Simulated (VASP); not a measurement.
CdSe: single point with PBE

Crystal: CdSe.

```
Cd Se
1.0
     0.00000    3.09841    3.09841
     3.09841    0.00000    3.09841
     3.09841    3.09841    0.00000
Cd Se
1 1
Direct
  0.00000 0.00000 0.00000
  0.75000 0.75000 0.75000
```

- Program: VASP 6.6.1
- Task: single point
- Functional: PBE
- Potentials or basis: VASP PAW PBE potentials, release 64 (Cd, Se)
- Cutoff: 520 eV
- k mesh: 10 × 10 × 10
- Occupations: gaussian, width 0.02 eV
- Spin: no spin polarisation
- Dipole correction: no
- Further INCAR settings: ALGO = Normal; EDIFF = 1e-06; NBANDS = 16

* Pressure: 0.2 GPa
* Band gap on the k mesh: 0.49 eV, direct

Levels at points of the mesh, in eV from the valence-band top:
| k point | band 6 | band 7 | band 8 | band 9 | band 10 | band 11 | band 12 | band 13 |
| --- | --- | --- | --- | --- | --- | --- | --- | --- |
| (0.00, 0.00, 0.00) | -7.44 | 0.00 | 0.00 | 0.00 | 0.49 | 5.93 | 5.93 | 5.93 |
| (0.50, 0.00, 0.00) | -7.19 | -4.07 | -0.67 | -0.67 | 2.32 | 6.43 | 6.43 | 7.25 |
| (0.50, 0.50, 0.00) | -7.13 | -3.83 | -1.67 | -1.67 | 3.24 | 3.69 | 8.86 | 9.88 |

It took 23 s on 1 thread of Intel(R) Xeon(R) Platinum 8488C (Sapphire Rapids), with other jobs on the host, peak memory 0.22 GiB.

As with any semilocal functional, this PBE gap is likely too small.
